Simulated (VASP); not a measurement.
Runs of VASP 6.6.1 on Al. The structure is that of space group Fm-3m (No. 225), or close to it. The cells are those of the table. 

```tsv
task	cell	gap on the mesh (eV)	pressure (GPa)
electric field gradients	a = 2.853 Å, angles 60.0°, 1 atom	none	(a)
electric field gradients	a = 2.834, b = 2.834, c = 2.862 Å, angles 59.7, 59.7, 60.7°, 1 atom	none	-2.1
electric field gradients	a = 2.891, b = 2.891, c = 2.862 Å, angles 60.3, 60.3, 59.3°, 1 atom	none	-4.8
single point	a = 2.877, b = 2.877, c = 2.891 Å, angles 59.8, 59.8, 60.3°, 1 atom	none	-4.9
single point	a = 2.891, b = 2.891, c = 2.862 Å, angles 60.3, 60.3, 59.3°, 1 atom	none	-4.8
electric field gradients	a = 2.862 Å, angles 60.0°, 1 atom	none	-3.6
electric field gradients	a = 2.877 Å, angles 59.3°, 1 atom	none	-3.6
```

Alike in all rows: level LDA; potentials or basis VASP PAW LDA potentials, release 64 (Al); no spin polarisation; k mesh 17 × 17 × 17; cutoff (eV) 520; smearing fermi-dirac 0.03 eV.

**Question.** Estimate the missing entries.

**Answer.** (a) -2.9.

A gap of «none» marks levels without a gap at the run's occupations.
